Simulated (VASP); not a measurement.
Wanted: the native input for a VASP 6.6.1 run.

```
Task                   : single point
Functional             : PBE
Potentials or basis    : VASP PAW PBE potentials, release 64 (Ru_sv)
Cutoff                 : 600 eV
k mesh                 : 17 × 17 × 16
Occupations            : fermi-dirac, width 0.05 eV
Spin                   : no spin polarisation
Dipole correction      : no
Second run             : valence_matched
Further INCAR settings : ALGO = Normal; EDIFF = 1e-06; NBANDS = 14
```

The structure of Ru lies in POSCAR:

```
Ru
1.0
    2.6576799682      0.0000000000      0.0000000000
   -1.3288399841      2.3016183676      0.0000000000
    0.0000000000      0.0000000000      2.4604804727
Ru
1
Direct
    0.0000000000      0.0000000000      0.0000000000
```

One way to write it, as run:

INCAR

```
SYSTEM = Ru
PREC     = Accurate       ! precision mode
ENCUT    = 600            ! plane-wave cutoff, eV
EDIFF    = 1E-6           ! SCF threshold, eV
ISMEAR   = -1             ! smearing method
SIGMA    = 0.05           ! smearing width, eV
LREAL    = .False.        ! projectors in reciprocal space
LASPH    = .True.         ! aspherical terms in the spheres
NELM     = 120            ! most SCF steps
ALGO     = Normal         ! electronic algorithm
ISIF     = 2              ! what is computed and relaxed
LWAVE    = .False.        ! write WAVECAR
LCHARG   = .False.        ! write CHGCAR
GGA      = PE             ! functional
NBANDS   = 14             ! bands
GGA_COMPAT= .False.
```

KPOINTS

```
Automatic mesh
0
Gamma
  17 17 16
  0 0 0
```

Potentials or basis: VASP PAW PBE potentials, release 64 (Ru_sv).

Command:

```console
$ cat potpaw_PBE.64/Ru_sv/POTCAR > POTCAR
$ mpirun -np 1 vasp_std > vasp.out
```

Results of the run:

```yaml
Pressure: -0.5 GPa
Band_gap_on_the_k_mesh: zero (band 8 reaches 15.56 eV, above the bottom of band 9 at 12.18 eV)
```

Wall time 18 s on 1 thread of Intel(R) Xeon(R) 6975P-C (Granite Rapids), on a shared host, peak memory 0.18 GiB.
